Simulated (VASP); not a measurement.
# Hg (P6_3/mmc) in VASP: a series of runs

The runs below take Hg through relaxation of cell and atoms, with LDA.

Everything below comes from runs of VASP 6.6.1. Logs are shortened: lines on timing, memory, paths and dates and some standing lists are left out, and cuts for length are marked.

## Step 1: The cell of the first run

The structure is hexagonal, space group P6_3/mmc (No. 194). Conventional cell: a = 2.659 Å, b = 2.659 Å, c = 4.399 Å, α = 90.00°, β = 90.00°, γ = 120.00°. Hg (site symmetry -6m2) has 12 Hg at 2.66 to 2.68 Å within 3.5 Å.

## Step 2: Relaxation of cell and atoms, LDA, target pressure 130 GPa, at which the enthalpy is minimised

INCAR

```
PREC = Accurate
ENCUT = 600
EDIFF = 1E-7
ISMEAR = -1
SIGMA = 0.08
LREAL = False
LASPH = True
NELM = 60
ALGO = Normal
ISIF = 3
LWAVE = False
LCHARG = False
GGA = CA
IBRION = 2
NSW = 32
EDIFFG = -0.005
PSTRESS = 1300.0
```

KPOINTS

```
Automatic mesh
0
Gamma
  16 16 9
```

POSCAR

```
Hg
1.0
    2.6592698409      0.0000000000      0.0000000000
   -1.3296349205      2.3029952377      0.0000000000
    0.0000000000      0.0000000000      4.3990659184
Hg
2
Direct
    0.3333333333      0.6666666667      0.2500000000
    0.6666666667      0.3333333333      0.7500000000
```

Potentials or basis: VASP PAW LDA potentials, release 64 (Hg).

Started as:

```console
$ cat potpaw_LDA.64/Hg/POTCAR > POTCAR
$ mpirun -np 1 vasp_std > vasp.out
```

OUTCAR:

```text
PREC = Accurate
   ENCUT = 600
   EDIFF = 1E-7
   ISMEAR = -1
   LREAL = False
   LASPH = True
   NELM = 60
   ISIF = 3
   GGA = CA
   IBRION = 2
   NSW = 32
   EDIFFG = -0.005
   PSTRESS = 1300.0

 ion  position               nearest neighbor table
   1  0.333  0.667  0.250-   2 2.68   2 2.68   2 2.68   2 2.68   2 2.68   2 2.68   2 3.78   2 3.78
                             2 3.78   2 3.78   2 3.78   2 3.78
   2  0.667  0.333  0.750-   1 2.68   1 2.68   1 2.68   1 2.68   1 2.68   1 2.68   1 3.78   1 3.78
                             1 3.78   1 3.78   1 3.78   1 3.78

  LATTYP: Found a hexagonal cell.
 ALAT       =     2.6592698409
 C/A-ratio  =     1.6542382615

  Lattice vectors:

 A1 = (   2.6592698409,   0.0000000000,   0.0000000000)
 A2 = (  -1.3296349205,   2.3029952377,   0.0000000000)
 A3 = (   0.0000000000,   0.0000000000,   4.3990659184)

Analysis of symmetry for initial positions (statically):
=====================================================================
 Subroutine PRICEL returns:
 Original cell was already a primitive cell.

 Routine SETGRP: Setting up the symmetry group for a
 hexagonal supercell.

 Subroutine GETGRP returns: Found 24 space group operations
 (whereof 12 operations were pure point group operations)
 out of a pool of 24 trial point group operations.

The static configuration has the point symmetry D_3d.
 The point group associated with its full space group is D_6h.

Analysis of symmetry for dynamics (positions and initial velocities):
=====================================================================
 Subroutine PRICEL returns:
 Original cell was already a primitive cell.

 Routine SETGRP: Setting up the symmetry group for a
 hexagonal supercell.

 Subroutine GETGRP returns: Found 24 space group operations
 (whereof 12 operations were pure point group operations)
 out of a pool of 24 trial point group operations.

The dynamic configuration has the point symmetry D_3d.
 The point group associated with its full space group is D_6h.

 Subroutine INISYM returns: Found 24 space group operations
 (whereof 12 operations are pure point group operations),
 and found     1 'primitive' translations

----------------------------------------------------------------------------------------

                                     Primitive cell

  volume of cell :      26.9411

  direct lattice vectors                    reciprocal lattice vectors
     2.659269841  0.000000000  0.000000000     0.376043072  0.217108569  0.000000000
    -1.329634920  2.302995238  0.000000000     0.000000000  0.434217138  0.000000000
     0.000000000  0.000000000  4.399065918     0.000000000  0.000000000  0.227320986

  length of vectors
     2.659269841  2.659269841  4.399065918     0.434217138  0.434217138  0.227320986

  position of ions in fractional coordinates (direct lattice)
     0.333333333  0.666666667  0.250000000
     0.666666667  0.333333333  0.750000000

  ion indices of the primitive-cell ions
   primitive index   ion index
                 1           1
                 2           2

----------------------------------------------------------------------------------------

 KPOINTS: Automatic mesh

Automatic generation of k-mesh.
 Grid dimensions read from file:
 generate k-points for:   16   16    9

 Generating k-lattice:

  Cartesian coordinates                     Fractional coordinates (reciprocal lattice)
     0.023502692  0.013569286  0.000000000     0.062500000  0.000000000  0.000000000
     0.000000000  0.027138571  0.000000000     0.000000000  0.062500000  0.000000000
     0.000000000  0.000000000  0.025257887     0.000000000  0.000000000  0.111111111

  Length of vectors
     0.027138571  0.027138571  0.025257887

  Shift w.r.t. Gamma in fractional coordinates (k-lattice)
     0.000000000  0.000000000  0.000000000

 Subroutine IBZKPT returns following result:
 ===========================================

 Found    150 irreducible k-points:

 Following reciprocal coordinates:
            Coordinates               Weight
  0.000000  0.000000  0.000000      1.000000
  0.062500  0.000000  0.000000      6.000000
  0.125000  0.000000  0.000000      6.000000
  0.187500  0.000000  0.000000      6.000000
  0.250000  0.000000  0.000000      6.000000
  0.312500  0.000000  0.000000      6.000000
[... 16 lines left out ...]
  0.187500  0.187500  0.000000      6.000000
  0.250000  0.187500  0.000000     12.000000
 [... further k-points ...]
   k-points           NKPTS =    150   k-points in BZ     NKDIM =    150   number of bands    NBANDS=     16
   number of dos      NEDOS =    301   number of ions     NIONS =      2
   total plane-waves  NPLWV =  20736
   dimension x,y,z NGX =    24 NGY =   24 NGZ =   36
   dimension x,y,z NGXF=    48 NGYF=   48 NGZF=   72
   ions per type =               2
   NGX,Y,Z   is equivalent  to a cutoff of  15.00, 15.00, 13.60 a.u.
   NGXF,Y,Z  is equivalent  to a cutoff of  30.01, 30.01, 27.21 a.u.
 SYSTEM =  unknown system
   PREC   = accura    normal or accurate (medium, high low for compatibility)
   ISTART =      0    job   : 0-new  1-cont  2-samecut
   ICHARG =      2    charge: 1-file 2-atom 10-const
   ISPIN  =      1    spin polarized calculation?
   LNONCOLLINEAR =      F non collinear calculations
   LSORBIT =      F    spin-orbit coupling
   LASPH  =      T    aspherical Exc in radial PAW
   ENCUT  =  600.0 eV  44.10 Ry    6.64 a.u.   5.31  5.31  8.79*2*pi/ulx,y,z
   NELM   =     60;   NELMIN=  2; NELMDL= -5     # of ELM steps
   EDIFF  = 0.1E-06   stopping-criterion for ELM
   LREAL  =      F    real-space projection
   EDIFFG = -.5E-02   stopping-criterion for IOM
   NSW    =     32    number of steps for IOM
   IBRION =      2    ionic relax: 0-MD 1-quasi-New 2-CG
   NFREE  =      1    steps in history (QN), initial steepest desc. (CG)
   ISIF   =      3    stress and relaxation
   ISYM   =      2    0-nonsym 1-usesym 2-fastsym
   POTIM  = 0.5000    time-step for ionic-motion
   TEBEG  =    0.0;   TEEND  =   0.0 temperature during run
   PSTRESS= 1300.0 pullay stress
   NELECT =      24.0000    total number of electrons
   NUPDOWN=      -1.0000    fix difference up-down
   EMIN   =  10.00;   EMAX   =-10.00  energy-range for DOS
   EFERMI =   0.00;   METHOD = LEGACY
   ISMEAR =    -1;   SIGMA  =   0.08  broadening in eV -4-tet -1-fermi 0-gaus
   EFERMI_NEDOS =   21; number of points for ismear=-14 and -15
   IALGO  =     38    algorithm
   IMIX   =      4    mixing-type and parameters
     AMIX     =   0.40;   BMIX     =  1.00
     AMIX_MAG =   1.60;   BMIX_MAG =  1.00
  volume/ion in A,a.u.               =      13.47        90.90
  Fermi-wavevector in a.u.,A,eV,Ry     =   1.575215  2.976725 33.760183  2.481303
  Thomas-Fermi vector in A             =   2.676233
   LORBIT       =      0    0 simple, 1 ext, 2 COOP (PROOUT), +10 PAW based schemes
   GGA     = CA    functional components
   LHFCALC =     F    Hartree Fock is set to
   AEXX    =    0.0000 exact exchange contribution
   IVDW    =     0    specifies the selected vdW correction
   LEPSILON=     F    determine dielectric tensor
   LRPA    =     F    only Hartree local field effects (RPA)
 conjugate gradient relaxation of ions
 non-spin polarized calculation
  energy-cutoff  :      600.00
  volume of cell :       26.94
 maximum number of plane-waves:       918
 NGX is ok and might be reduce to    24
   NGX = 11   NGY = 11   NGZ = 17

--------------------------------------- Ionic step        1  -------------------------------------------

 number of electron      24.0000002 magnetization

 Free energy of the ion-electron system (eV)
  ---------------------------------------------------
  ext. energy  EPLUGINS =         0.00000000
  ---------------------------------------------------
  free energy    TOTEN  =         2.33370600 eV

  energy without entropy =        2.34020280  energy(sigma->0) =        2.33695440

------------------------ aborting loop because EDIFF is reached ----------------------------------------

  FORCE on cell =-STRESS in cart. coord.  units (eV):
  Direction    XX          YY          ZZ          XY          YZ          ZX
  --------------------------------------------------------------------------------------
  -------------------------------------------------------------------------------------
  Total       23.3873747     23.3873747     23.3448687     -0.0000000      0.0000000      0.0000000
  in kB     1390.8366867   1390.8366867   1388.3088785     -0.0000000      0.0000000      0.0000000
  external PRESSURE =      89.9940840 kB  Pullay stress =    1300.0000000 kB
[... 23 lines left out ...]
  enthalpy is  TOTEN    =        24.1936320203 eV   P V=       21.8599260173

--------------------------------------- Ionic step        2  -------------------------------------------

 number of electron      24.0000005 magnetization

 E-fermi :   8.4114     XC(G=0): -13.7585

 val. band max:        8.4086097466   @ k =   0.0625   0.0625   0.1111
 cond. band min:       8.4473173195   @ k =   0.5000   0.0000   0.4444
 fundamental gap:      0.0387075729
 Fermi energy:         8.4113902981

 k-point     1 :       0.0000    0.0000    0.0000
  band No.  band energies     occupation
      1      -6.3656      2.00000
      2      -4.2850      2.00000
      3      -1.8372      2.00000
      4      -1.6325      2.00000
      5      -1.6325      2.00000
      6      -1.2910      2.00000
[... 8 lines left out ...]
     15      22.9385      0.00000
     16      23.7856      0.00000
[... 700 lines left out ...]
  enthalpy is  TOTEN    =        24.1838406846 eV   P V=       22.1697158082

--------------------------------------- Ionic step        9  -------------------------------------------

 number of electron      24.0000001 magnetization

 Free energy of the ion-electron system (eV)
  ---------------------------------------------------
  ext. energy  EPLUGINS =         0.00000000
  ---------------------------------------------------
  free energy    TOTEN  =         2.03560492 eV

  energy without entropy =        2.04231824  energy(sigma->0) =        2.03896158

 E-fermi :  10.1353     XC(G=0): -14.3274

 val. band max:       10.1033531554   @ k =   0.2500   0.0625   0.0000
 cond. band min:      10.1388360245   @ k =   0.3750   0.0625   0.0000
 fundamental gap:      0.0354828691
 Fermi energy:        10.1352879507

 k-point     1 :       0.0000    0.0000    0.0000
  band No.  band energies     occupation
      1      -6.2373      2.00000
      2      -4.0059      2.00000
      3      -1.1591      2.00000
      4      -0.9053      2.00000
      5      -0.9053      2.00000
      6      -0.4966      2.00000
[... 8 lines left out ...]
     15      24.3727      0.00000
     16      25.3845      0.00000
[... 466 lines left out ...]
  FREE ENERGIE OF THE ION-ELECTRON SYSTEM (eV)
  ---------------------------------------------------
  free  energy   TOTEN  =         2.0356049232 eV

  energy  without entropy=        2.0423182353  energy(sigma->0) =        2.03896158

  enthalpy is  TOTEN    =        24.1837857385 eV   P V=       22.1481808153

 reached required accuracy - stopping structural energy minimisation
```

It took 8.7 min on 1 thread of AMD EPYC 7R13, shared host; peak memory 0.17 GiB.

Results:

| Item | Value |
| --- | --- |
| Free energy | 2.0356 eV |
| Relaxed volume | 13.65 Å³/atom |
| Relaxed cell | a = 2.669 Å, b = 2.669 Å, c = 4.423 Å, α = 90.00°, β = 90.00°, γ = 120.00° |
| Space group after relaxing (to 0.1 Å) | P6_3/mmc (No. 194) |
| Energy change on relaxing (the run minimises the enthalpy) | -149.1 meV/atom |
| Ionic steps | 9 |
| Pressure after relaxing | 130.0 GPa |
| Band gap on the k mesh | zero (bands 12 and 13 overlap by 1.81 eV) |

The path:
```csv
step,energy change (eV),largest force (eV/Å),pressure (GPa),volume (Å³)
1,0.0000,0.0000,139.00,26.94
2,-2.0132,0.0000,77.67,30.00
3,-0.3119,0.0000,129.52,27.31
4,-0.2964,0.0000,130.00,27.29
5,-0.2907,0.0000,130.18,27.29
6,-0.2921,0.0000,130.16,27.29
7,-0.2938,0.0000,130.13,27.29
8,-0.3196,0.0000,129.34,27.32
9,-0.2981,0.0000,129.99,27.30
```

Final structure:
```cif
data_structure
_symmetry_space_group_name_H-M 'P 1'
_symmetry_Int_Tables_number 1
_cell_length_a 2.6695
_cell_length_b 2.6695
_cell_length_c 4.4231
_cell_angle_alpha 90.000
_cell_angle_beta 90.000
_cell_angle_gamma 120.000
_cell_volume 27.30
loop_
_atom_site_label
_atom_site_type_symbol
_atom_site_fract_x
_atom_site_fract_y
_atom_site_fract_z
_atom_site_occupancy
Hg1 Hg 0.33333 0.66667 0.25000 1
Hg2 Hg 0.66667 0.33333 0.75000 1
```

Caveat: the cell is relaxed towards a set pressure, so the run minimises the enthalpy, not the energy; spin-orbit coupling is left out, which moves the levels of the heavy elements.

## Step 3: Relaxation of cell and atoms, LDA, target pressure 130 GPa, at which the enthalpy is minimised

This run uses another cell than the first one, of 13.66 Å³/atom.

INCAR

```
SYSTEM = Hg
PREC = Accurate ; ENCUT = 600
EDIFF = 1E-6 ; ISMEAR = -1
SIGMA = 0.08 ; LREAL = .False.
LASPH = .True. ; NELM = 60
ALGO = Normal ; ISIF = 3
LWAVE = .False. ; LCHARG = .False.
IBRION = 2 ; NSW = 60
EDIFFG = -0.005 ; PSTRESS = 1300.0
```

KPOINTS

```
regular mesh
0
Gamma
  16 16 9
  0 0 0
```

POSCAR

```
Hg
1.0
    2.6905332033      0.0000000000      0.0000000000
   -1.3452666017      2.3300701038      0.0000000000
    0.0000000000      0.0000000000      4.3586637894
Hg
2
Direct
    0.3333333333      0.6666666667      0.2500000000
    0.6666666667      0.3333333333      0.7500000000
```

Potentials or basis: VASP PAW LDA potentials, release 64 (Hg).

Started as:

```console
$ cat potpaw_LDA.64/Hg/POTCAR > POTCAR
$ mpirun -np 1 vasp_std > vasp.out
```

Run time: 7.4 min. Hardware: 1 thread of AMD EPYC 7R13, shared host; peak memory 0.17 GiB.

The run converged. Its results:

* Free energy: 2.0351 eV
* Relaxed volume: 13.65 Å³/atom
* Relaxed cell: a = 2.669 Å, b = 2.669 Å, c = 4.423 Å, α = 90.00°, β = 90.00°, γ = 120.00°
* Space group after relaxing (to 0.1 Å): P6_3/mmc (No. 194)
* Energy change on relaxing (the run minimises the enthalpy): +9.3 meV/atom
* Ionic steps: 8
* Pressure after relaxing: 130.0 GPa
* Band gap on the k mesh: zero (bands 12 and 13 overlap by 1.81 eV)

The path:
```csv
step,energy change (eV),largest force (eV/Å),pressure (GPa),volume (Å³)
1,0.0000,0.0000,129.02,27.33
2,0.2725,0.0000,137.53,26.99
3,0.0942,0.0000,131.92,27.21
4,0.0546,0.0000,130.97,27.25
5,0.0098,0.0000,129.83,27.31
6,0.0071,0.0000,129.66,27.31
7,0.0368,0.0000,130.54,27.27
8,0.0185,0.0000,129.99,27.30
```

Final structure:
```cif
data_structure
_symmetry_space_group_name_H-M 'P 1'
_symmetry_Int_Tables_number 1
_cell_length_a 2.6694
_cell_length_b 2.6694
_cell_length_c 4.4232
_cell_angle_alpha 90.000
_cell_angle_beta 90.000
_cell_angle_gamma 120.000
_cell_volume 27.30
loop_
_atom_site_label
_atom_site_type_symbol
_atom_site_fract_x
_atom_site_fract_y
_atom_site_fract_z
_atom_site_occupancy
Hg1 Hg 0.33333 0.66667 0.25000 1
Hg2 Hg 0.66667 0.33333 0.75000 1
```

Levels at points of the mesh, in eV from the Fermi level:
```tsv
k point	band 9	band 10	band 11	band 12	band 13	band 14	band 15	band 16
(0.00, 0.00, 0.00)	-9.87	-8.05	-8.05	-6.09	-1.11	12.37	14.24	15.25
(0.50, 0.00, 0.00)	-7.71	-7.45	-4.55	-2.94	2.36	3.93	4.68	7.35
```

Caveat: the cell is relaxed towards a set pressure, so the run minimises the enthalpy, not the energy; spin-orbit coupling is left out, which moves the levels of the heavy elements.

The gap in the log of VASP goes by the Fermi energy; the results here count the filled bands.